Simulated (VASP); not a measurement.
# K2S (Fm-3m) in VASP: single point with PBE

Aim: the single point of K2S with PBE.

Everything below comes from runs of VASP 6.6.1. Logs are shortened: lines on timing, memory, paths and dates and some standing lists are left out, and cuts for length are marked.

### Step 1. The cell of the first run

Symmetry: Fm-3m, No. 225, cubic system. The conventional cell has a = 7.463 Å, b = 7.463 Å, c = 7.463 Å, α = 90.00°, β = 90.00°, γ = 90.00°. K (site symmetry -43m) has 4 S at 3.23 Å and 6 K at 3.73 Å within 4.3 Å. Within 4.3 Å of S (site symmetry m-3m) lie 8 K at 3.23 Å.

### Step 2. Single point, PBE

POSCAR

```
K2S
1.0
    0.0000000000      3.7314651785      3.7314651785
    3.7314651785      0.0000000000      3.7314651785
    3.7314651785      3.7314651785      0.0000000000
K S
2 1
Direct
    0.2500000000      0.2500000000      0.2500000000
    0.7500000000      0.7500000000      0.7500000000
    0.0000000000      0.0000000000      0.0000000000
```

INCAR.step1

```
PREC = Accurate
ENCUT = 400
EDIFF = 1E-6
ISMEAR = 0
SIGMA = 0.05
LREAL = False
LASPH = True
NELM = 120
ALGO = Normal
ISIF = 2
LWAVE = False
LCHARG = True
GGA = PE
NBANDS = 19
GGA_COMPAT = False
NEDOS = 2001
LORBIT = 11
```

KPOINTS.step1

```
regular mesh
0
Gamma
  8 8 8
```

INCAR.step2

```
PREC = Accurate
ENCUT = 400
EDIFF = 1E-6
ISMEAR = -5
SIGMA = 0.05
LREAL = False
LASPH = True
NELM = 120
ALGO = Normal
ISIF = 2
LWAVE = False
LCHARG = False
GGA = PE
LORBIT = 11
NEDOS = 1001
ICHARG = 11
GGA_COMPAT = False
```

KPOINTS.step2

```
regular mesh
0
Gamma
  12 12 12
```

Potentials or basis: VASP PAW PBE potentials, release 64 (K_sv, S).

The run is started by

```console
$ cat potpaw_PBE.64/K_sv/POTCAR potpaw_PBE.64/S/POTCAR > POTCAR
$ cp INCAR.step1 INCAR
$ cp KPOINTS.step1 KPOINTS
$ mpirun -np 1 vasp_std > vasp.out
$ cp INCAR.step2 INCAR
$ cp KPOINTS.step2 KPOINTS
$ mpirun -np 1 vasp_std > vasp.out
```

OUTCAR:

```text
PREC = Accurate
   ENCUT = 400
   EDIFF = 1E-6
   ISMEAR = -5
   LREAL = False
   LASPH = True
   NELM = 120
   ISIF = 2
   GGA = PE
   LORBIT = 11
   ICHARG = 11

 ion  position               nearest neighbor table
   1  0.250  0.250  0.250-   3 3.23   3 3.23   3 3.23   3 3.23   2 3.73   2 3.73   2 3.73   2 3.73
                             2 3.73   2 3.73
   2  0.750  0.750  0.750-   3 3.23   3 3.23   3 3.23   3 3.23   1 3.73   1 3.73   1 3.73   1 3.73
                             1 3.73   1 3.73
   3  0.000  0.000  0.000-   2 3.23   2 3.23   2 3.23   1 3.23   1 3.23   1 3.23   2 3.23   1 3.23

  LATTYP: Found a face centered cubic cell.
 ALAT       =     7.4629303570

  Lattice vectors:

 A1 = (   0.0000000000,   3.7314651785,   3.7314651785)
 A2 = (   3.7314651785,   0.0000000000,   3.7314651785)
 A3 = (   3.7314651785,   3.7314651785,   0.0000000000)

Analysis of symmetry for initial positions (statically):
=====================================================================
 Subroutine PRICEL returns:
 Original cell was already a primitive cell.

 Routine SETGRP: Setting up the symmetry group for a
 face centered cubic supercell.

 Subroutine GETGRP returns: Found 48 space group operations
 (whereof 48 operations were pure point group operations)
 out of a pool of 48 trial point group operations.

The static configuration has the point symmetry O_h .

Analysis of symmetry for dynamics (positions and initial velocities):
=====================================================================
 Subroutine PRICEL returns:
 Original cell was already a primitive cell.

 Routine SETGRP: Setting up the symmetry group for a
 face centered cubic supercell.

 Subroutine GETGRP returns: Found 48 space group operations
 (whereof 48 operations were pure point group operations)
 out of a pool of 48 trial point group operations.

The dynamic configuration has the point symmetry O_h .

 Subroutine INISYM returns: Found 48 space group operations
 (whereof 48 operations are pure point group operations),
 and found     1 'primitive' translations

----------------------------------------------------------------------------------------

                                     Primitive cell

  volume of cell :     103.9126

  direct lattice vectors                    reciprocal lattice vectors
     0.000000000  3.731465179  3.731465179    -0.133995623  0.133995623  0.133995623
     3.731465179  0.000000000  3.731465179     0.133995623 -0.133995623  0.133995623
     3.731465179  3.731465179  0.000000000     0.133995623  0.133995623 -0.133995623

  length of vectors
     5.277088663  5.277088663  5.277088663     0.232087226  0.232087226  0.232087226

  position of ions in fractional coordinates (direct lattice)
     0.250000000  0.250000000  0.250000000
     0.750000000  0.750000000  0.750000000
     0.000000000  0.000000000  0.000000000

  ion indices of the primitive-cell ions
   primitive index   ion index
                 1           1
                 2           2
                 3           3

----------------------------------------------------------------------------------------

 KPOINTS: regular mesh

Automatic generation of k-mesh.
 Grid dimensions read from file:
 generate k-points for:   12   12   12

 Generating k-lattice:

  Cartesian coordinates                     Fractional coordinates (reciprocal lattice)
    -0.011166302  0.011166302  0.011166302     0.083333333  0.000000000  0.000000000
     0.011166302 -0.011166302  0.011166302     0.000000000  0.083333333  0.000000000
     0.011166302  0.011166302 -0.011166302     0.000000000  0.000000000  0.083333333

  Length of vectors
     0.019340602  0.019340602  0.019340602

  Shift w.r.t. Gamma in fractional coordinates (k-lattice)
     0.000000000  0.000000000  0.000000000

 TETIRR: Found    247 inequivalent tetrahedra from    10368

 Subroutine IBZKPT returns following result:
 ===========================================

 Found     72 irreducible k-points:

 Following reciprocal coordinates:
            Coordinates               Weight
  0.000000  0.000000  0.000000      1.000000
  0.083333  0.000000  0.000000      8.000000
  0.166667  0.000000  0.000000      8.000000
  0.250000  0.000000  0.000000      8.000000
  0.333333  0.000000  0.000000      8.000000
  0.416667  0.000000  0.000000      8.000000
[... 16 lines left out ...]
  0.500000  0.166667  0.000000     24.000000
 -0.416667  0.166667  0.000000     24.000000
 [... further k-points ...]
   k-points           NKPTS =     72   k-points in BZ     NKDIM =     72   number of bands    NBANDS=     16
   number of dos      NEDOS =   1001   number of ions     NIONS =      3
   total plane-waves  NPLWV =  46656
   dimension x,y,z NGX =    36 NGY =   36 NGZ =   36
   dimension x,y,z NGXF=    72 NGYF=   72 NGZF=   72
   ions per type =               2   1
   NGX,Y,Z   is equivalent  to a cutoff of  11.34, 11.34, 11.34 a.u.
   NGXF,Y,Z  is equivalent  to a cutoff of  22.68, 22.68, 22.68 a.u.
 SYSTEM =  unknown system
   PREC   = accura    normal or accurate (medium, high low for compatibility)
   ISTART =      0    job   : 0-new  1-cont  2-samecut
   ICHARG =     11    charge: 1-file 2-atom 10-const
   ISPIN  =      1    spin polarized calculation?
   LNONCOLLINEAR =      F non collinear calculations
   LSORBIT =      F    spin-orbit coupling
   LASPH  =      T    aspherical Exc in radial PAW
   ENCUT  =  400.0 eV  29.40 Ry    5.42 a.u.   8.61  8.61  8.61*2*pi/ulx,y,z
   NELM   =    120;   NELMIN=  2; NELMDL=  0     # of ELM steps
   EDIFF  = 0.1E-05   stopping-criterion for ELM
   LREAL  =      F    real-space projection
   EDIFFG = 0.1E-04   stopping-criterion for IOM
   NSW    =      0    number of steps for IOM
   IBRION =     -1    ionic relax: 0-MD 1-quasi-New 2-CG
   NFREE  =      0    steps in history (QN), initial steepest desc. (CG)
   ISIF   =      2    stress and relaxation
   ISYM   =      2    0-nonsym 1-usesym 2-fastsym
   POTIM  = 0.5000    time-step for ionic-motion
   TEBEG  =    0.0;   TEEND  =   0.0 temperature during run
   PSTRESS=    0.0 pullay stress
   NELECT =      24.0000    total number of electrons
   NUPDOWN=      -1.0000    fix difference up-down
   EMIN   =  10.00;   EMAX   =-10.00  energy-range for DOS
   EFERMI =   0.00;   METHOD = LEGACY
   ISMEAR =    -5;   SIGMA  =   0.05  broadening in eV -4-tet -1-fermi 0-gaus
   EFERMI_NEDOS =   21; number of points for ismear=-14 and -15
   IALGO  =     38    algorithm
   IMIX   =      4    mixing-type and parameters
     AMIX     =   0.40;   BMIX     =  1.00
     AMIX_MAG =   1.60;   BMIX_MAG =  1.00
  volume/ion in A,a.u.               =      34.64       233.75
  Fermi-wavevector in a.u.,A,eV,Ry     =   1.004437  1.898110 13.726820  1.008893
  Thomas-Fermi vector in A             =   2.137052
   LORBIT       =     11    0 simple, 1 ext, 2 COOP (PROOUT), +10 PAW based schemes
   GGA     = PE    functional components
   LHFCALC =     F    Hartree Fock is set to
   AEXX    =    0.0000 exact exchange contribution
   IVDW    =     0    specifies the selected vdW correction
   LEPSILON=     F    determine dielectric tensor
   LRPA    =     F    only Hartree local field effects (RPA)
 non-spin polarized calculation
 Fermi weights with tetrahedron method with Bloechl corrections
  energy-cutoff  :      400.00
  volume of cell :      103.91
 maximum number of plane-waves:      1917

 number of electron      24.0000002 magnetization

 Free energy of the ion-electron system (eV)
  ---------------------------------------------------
  ext. energy  EPLUGINS =         0.00000000
  ---------------------------------------------------
  free energy    TOTEN  =        -9.42099200 eV

  energy without entropy =       -9.42099200  energy(sigma->0) =       -9.42099200

 E-fermi :  -0.4128     XC(G=0):  -7.2519

 val. band max:       -0.4238767014   @ k =   0.5000   0.5000   0.0000
 cond. band min:       1.8964613952   @ k =   0.0000   0.0000   0.0000
 fundamental gap:      2.3203380966
 Fermi energy:        -0.4128425551

 k-point     1 :       0.0000    0.0000    0.0000
  band No.  band energies     occupation
      1     -29.6891      2.00000
      2     -29.6143      2.00000
      3     -13.2753      2.00000
      4     -13.2753      2.00000
      5     -13.2753      2.00000
      6     -13.0528      2.00000
[... 8 lines left out ...]
     15       5.0351      0.00000
     16       6.9681      0.00000

 k-point     2 :       0.0833    0.0000    0.0000
  band No.  band energies     occupation
      1     -29.6878      2.00000
      2     -29.6155      2.00000
      3     -13.2736      2.00000
      4     -13.2720      2.00000
      5     -13.2720      2.00000
      6     -13.0632      2.00000
[... 8 lines left out ...]
     15       5.0423      0.00000
     16       6.8007      0.00000

 k-point     3 :       0.1667    0.0000    0.0000
  band No.  band energies     occupation
      1     -29.6839      2.00000
      2     -29.6191      2.00000
      3     -13.2693      2.00000
      4     -13.2622      2.00000
      5     -13.2622      2.00000
      6     -13.0910      2.00000
[... 8 lines left out ...]
     15       5.0705      0.00000
     16       6.4191      0.00000
[... 362 lines left out ...]
 k-point    23 :       0.5000    0.1667    0.0000
  band No.  band energies     occupation
      1     -29.6570      2.00000
      2     -29.6445      2.00000
      3     -13.3367      2.00000
      4     -13.2644      2.00000
      5     -13.2505      2.00000
      6     -13.1112      2.00000
[... 8 lines left out ...]
     15       5.4913      0.00000
     16       5.5874      0.00000

 k-point    24 :      -0.4167    0.1667    0.0000
  band No.  band energies     occupation
      1     -29.6531      2.00000
      2     -29.6484      2.00000
      3     -13.3446      2.00000
      4     -13.2538      2.00000
      5     -13.2228      2.00000
      6     -13.1394      2.00000
[... 8 lines left out ...]
     15       5.5099      0.00000
     16       5.5627      0.00000

 [... further k-points ...]

------------------------ aborting loop because EDIFF is reached ----------------------------------------

  FORCE on cell =-STRESS in cart. coord.  units (eV):
  Direction    XX          YY          ZZ          XY          YZ          ZX
  --------------------------------------------------------------------------------------
  -------------------------------------------------------------------------------------
  Total        0.0236128      0.0236128      0.0236128     -0.0000000     -0.0000000     -0.0000000
  in kB        0.3640742      0.3640742      0.3640742     -0.0000000     -0.0000000     -0.0000000
  external PRESSURE =       0.3640742 kB  Pullay stress =       0.0000000 kB

 VOLUME and BASIS-vectors are now :
 -----------------------------------------------------------------------------
  energy-cutoff  :      400.00
  volume of cell :      103.91
      direct lattice vectors                 reciprocal lattice vectors
     0.000000000  3.731465179  3.731465179    -0.133995623  0.133995623  0.133995623
     3.731465179  0.000000000  3.731465179     0.133995623 -0.133995623  0.133995623
     3.731465179  3.731465179  0.000000000     0.133995623  0.133995623 -0.133995623

 POSITION                                       TOTAL-FORCE (eV/Angst)
 -----------------------------------------------------------------------------------
      1.86573      1.86573      1.86573         0.000000      0.000000      0.000000
      5.59720      5.59720      5.59720        -0.000000     -0.000000     -0.000000
      0.00000      0.00000      0.00000        -0.000000     -0.000000      0.000000
 -----------------------------------------------------------------------------------
    total drift:                                0.000000      0.000000      0.000000

  FREE ENERGIE OF THE ION-ELECTRON SYSTEM (eV)
  ---------------------------------------------------
  free  energy   TOTEN  =        -9.4209920040 eV

  energy  without entropy=       -9.4209920040  energy(sigma->0) =       -9.42099200

 total charge

# of ion       s       p       d       tot
------------------------------------------
    1        1.965   5.574   0.033   7.573
    2        1.965   5.574   0.033   7.573
    3        1.315   2.391   0.000   3.706
--------------------------------------------------
tot          5.246  13.539   0.066  18.852
```

Wall time 2 min (1 thread of Intel Xeon Platinum 8488C (Sapphire Rapids), shared host); peak memory 0.23 GiB.

Results:

- Valence electrons inside the program's atomic spheres: K 7.57; S 3.71

Levels at points of the mesh, in eV from the valence-band top:
```csv
k point,band 8,band 9,band 10,band 11,band 12,band 13,band 14,band 15,band 16
"(0.00, 0.00, 0.00)",-12.63,-9.60,-0.17,-0.17,-0.17,2.32,5.46,5.46,7.39
"(0.50, 0.00, 0.00)",-12.74,-9.42,-0.60,-0.06,-0.06,4.67,4.91,5.78,5.78
"(0.50, 0.50, 0.00)",-12.57,-9.37,-0.72,0.00,0.00,3.50,5.24,6.47,6.59
```
